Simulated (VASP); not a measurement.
Sn3Se, 4 atoms in the cell. Symmetry: Fm-3m, No. 225, cubic system. Conventional cell: a = 7.565 Å, b = 7.565 Å, c = 7.565 Å, α = 90.00°, β = 90.00°, γ = 90.00°. Sn (site symmetry m-3m) has 8 Sn at 3.28 Å and 6 Se at 3.78 Å within 4.3 Å. Sn (site symmetry -43m) has 10 Sn at 3.28 to 3.78 Å and 4 Se at 3.28 Å within 4.3 Å. Se (site symmetry m-3m) has 14 Sn at 3.28 to 3.78 Å within 4.3 Å. 

| Property | Result |
| --- | --- |
| Program | VASP 6.6.1 |
| Task | single point |
| Functional | LDA |
| Potentials or basis | VASP PAW LDA potentials, release 64 (Sn_d, Se) |
| Cutoff | 520 eV |
| k mesh | 6 × 6 × 6 |
| Occupations | fermi-dirac, width 0.05 eV |
| Spin | no spin polarisation |
| Dipole correction | no |
| Further INCAR settings | ALGO = Normal; EDIFF = 1e-06; NBANDS = 32 |

Potentials or basis: VASP PAW LDA potentials, release 64 (Sn_d, Se).

Run with:

```console
$ cat potpaw_LDA.64/Sn_d/POTCAR potpaw_LDA.64/Se/POTCAR > POTCAR
$ mpirun -np 1 vasp_std > vasp.out
```

Hardware: 1 thread of Intel(R) Xeon(R) 6975P-C (Granite Rapids), with other jobs on the host.

Q: Estimate the wall time of this run.

A: Run time: 23 s on 1 thread of Intel(R) Xeon(R) 6975P-C (Granite Rapids), with other jobs on the host, peak memory 0.21 GiB. Counts: scf iterations 12, k points 16.
